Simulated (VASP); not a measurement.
Here is a VASP 6.6.1 calculation.

File INCAR:

```
SYSTEM = MgO
  PREC = Accurate
  ENCUT = 840
  EDIFF = 1E-7
  ISMEAR = -1
  SIGMA = 0.02
  LREAL = .FALSE.
  LASPH = .TRUE.
  NELM = 120
  ALGO = Normal
  ISIF = 3
  LWAVE = .FALSE.
  LCHARG = .FALSE.
  GGA = PS
  IBRION = 2
  NSW = 80
  EDIFFG = -0.01
  PSTRESS = 20.0
  GGA_COMPAT = .FALSE.
  NELMIN = 4
```

Contents of KPOINTS:

```
regular mesh
0
G
  6 6 4
  0 0 0
```

Contents of POSCAR:

```
MgO
1.0
    3.3077869900      0.0000000000      0.0000000000
   -1.6538934900      2.8646275600      0.0000000000
    0.0000000000      0.0000000000      4.9828816700
Mg O
2 2
Direct
    0.3333333300      0.6666666700      0.0021597400
    0.6666666700      0.3333333300      0.5021597400
    0.3333333300      0.6666666700      0.4024402600
    0.6666666700      0.3333333300      0.9024402600
```

Potentials or basis: VASP PAW PBE potentials, release 64 (Mg_sv, O).

Run with:

```bash
$ cat potpaw_PBE.64/Mg_sv/POTCAR potpaw_PBE.64/O/POTCAR > POTCAR
$ mpirun -np 1 vasp_std > vasp.out
```

Problem. Estimate the band gap on the k mesh.

Solution. 3.35 eV.

Problem. Predict the space group after relaxing (to 0.1 Å).

Solution. P6_3/mmc (No. 194).

Problem. What does it give for the relaxed volume?

Solution. 10.92 Å³/atom.

The path:
```csv
step,energy change (eV),largest force (eV/Å),pressure (GPa),volume (Å³)
1,0.0000,0.0050,0.41,47.22
2,0.0074,0.0165,2.61,46.42
3,0.0043,0.0106,2.00,46.63
4,0.0044,0.0118,1.99,46.63
5,0.0044,0.0166,2.00,46.61
6,0.0046,0.0265,1.99,46.58
7,0.0053,0.0477,1.98,46.51
8,0.0070,0.0999,1.94,46.36
9,0.0091,0.2388,1.78,46.04
10,-0.0075,0.6134,1.52,45.28
11,-0.0017,0.9942,6.27,43.28
12,-0.0145,1.0014,2.29,44.61
13,-0.0301,1.1532,3.56,43.98
14,-0.0219,1.1538,4.74,43.64
15,-0.0253,1.1607,4.41,43.72
16,-0.0290,1.1444,4.35,43.73
17,-0.0397,1.0968,4.12,43.75
18,-0.0598,1.0059,3.69,43.81
19,-0.0948,0.8389,2.91,43.91
20,-0.1464,0.5586,1.55,44.12
21,-0.1933,0.1748,-0.42,44.54
22,-0.1958,0.1240,-0.71,44.61
23,-0.1964,0.1052,-0.81,44.65
24,-0.1977,0.0933,-0.15,44.42
25,-0.1953,0.0538,1.93,43.74
26,-0.1943,0.0484,2.20,43.65
27,-0.1947,0.0400,2.17,43.66
28,-0.1955,0.0147,2.10,43.68
29,-0.1956,0.0412,1.98,43.73
30,-0.1957,0.0009,2.05,43.70
```

Caveat: the cell is relaxed towards a set pressure, so the run minimises the enthalpy, not the energy; a cell axis changed by over 15 % at a fixed basis, so the end point is rough; the PAW data sets were made with another functional, which shifts forces and pressure a little.
